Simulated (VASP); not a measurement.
**KMgF3: single point with r2SCAN**

Crystal: KMgF3.

```
K Mg F
1.0
     3.95693    0.00000    0.00000
     0.00000    3.95693    0.00000
     0.00000    0.00000    3.95693
K Mg F
1 1 3
Direct
  0.50000 0.50000 0.50000
  0.00000 0.00000 0.00000
  0.50000 0.00000 0.00000
  0.00000 0.50000 0.00000
  0.00000 0.00000 0.50000
```

```json
{
  "Program": "VASP 6.6.1",
  "Task": "single point",
  "Functional": "r2SCAN",
  "Potentials or basis": "VASP PAW PBE potentials, release 64 (K_sv, Mg, F)",
  "Cutoff": "520 eV",
  "k mesh": "8 × 8 × 8",
  "Occupations": "fermi-dirac, width 0.02 eV",
  "Spin": "no spin polarisation",
  "Dipole correction": "no",
  "Further INCAR settings": "ALGO = Normal; EDIFF = 1e-06; NBANDS = 24"
}
```

```
Pressure               : 0.8 GPa
Band gap on the k mesh : 8.42 eV, indirect (least direct gap 8.74 eV)
```

Levels at points of the mesh, in eV from the valence-band top:
```csv
k point,band 13,band 14,band 15,band 16,band 17,band 18,band 19,band 20
"(0.00, 0.00, 0.00)",-0.66,-0.32,-0.32,-0.32,8.42,10.87,10.87,13.23
"(0.50, 0.00, 0.00)",-0.89,-0.89,-0.54,-0.54,11.15,11.71,11.96,13.84
"(0.50, 0.50, 0.00)",-1.08,-0.91,-0.91,-0.02,12.01,12.66,13.88,13.88
"(0.50, 0.50, 0.50)",-1.14,0.00,0.00,0.00,11.46,11.46,11.46,15.11
```

Wall time 110 s on 1 thread of Intel(R) Xeon(R) Platinum 8488C (Sapphire Rapids) (shared host), peak memory 0.2 GiB.

Caveat: the PAW data sets were made with another functional, which shifts forces and pressure a little. A k mesh can miss the band edges.
